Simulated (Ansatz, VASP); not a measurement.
Mg: VASP beside Ansatz

The input INCAR:

```
SYSTEM = Mg
ALGO = Normal
EDIFF = 1E-6
ENCUT = 600
GGA = PE
GGA_COMPAT = .FALSE.
ISIF = 2
ISMEAR = -1
LASPH = .TRUE.
LCHARG = .FALSE.
LREAL = .FALSE.
LWAVE = .FALSE.
NBANDS = 7
NELM = 120
PREC = Accurate
SIGMA = 0.05
```

KPOINTS

```
k-points
0
G
  13 13 13
  0 0 0
```

File POSCAR:

```
Mg
1.0
   -1.7918605652      1.7918605652      1.7918605652
    1.7918605652     -1.7918605652      1.7918605652
    1.7918605652      1.7918605652     -1.7918605652
Mg
1
Direct
    0.0000000000      0.0000000000      0.0000000000
```

Input for Ansatz:

```yaml
crystal:
  lattice:
    - [-1.7918605652, 1.7918605652, 1.7918605652]
    - [1.7918605652, -1.7918605652, 1.7918605652]
    - [1.7918605652, 1.7918605652, -1.7918605652]
  atoms:
    - { symbol: Mg, position: [0.0, 0.0, 0.0] }
kpoints:
  mp_grid: { grid: [13, 13, 13] }
  band_path:
    path:
      - [0.0, 0.0, 0.0]
      - [0.5, -0.5, 0.5]
      - [0.0, 0.0, 0.5]
      - [0.0, 0.0, 0.0]
      - [0.25, 0.25, 0.25]
      - [0.5, -0.5, 0.5]
      - [0.25, 0.25, 0.25]
      - [0.0, 0.0, 0.5]
    npoints: 5
scf:
  occupations: { method: fermi_dirac, width: 0.05 }
hamiltonian:
  xc: pbe
  pseudopotentials:
    kind: all_electron
    lapw: { basis_error: 0.00025 }
    relativity: none
output:
  forces: true
  stress: true
  eigenvalues: true
```

Alike in both runs: task single point; functional PBE; k mesh 13 × 13 × 13; occupations fermi-dirac, width 0.05 eV; no spin polarisation.

|  | VASP | Ansatz |
| --- | --- | --- |
| version | VASP 6.6.1 | Ansatz 0.2.0 |
| potentials or method | VASP PAW PBE potentials, release 64 (Mg), cutoff 600 eV | all-electron LAPW, non-relativistic |

|  | VASP | Ansatz | Ansatz less VASP |
| --- | --- | --- | --- |
| pressure (GPa) | -0.1 | 0.0 | +0.13 |

Ansatz ran all-electron here, and VASP with PAW potentials.
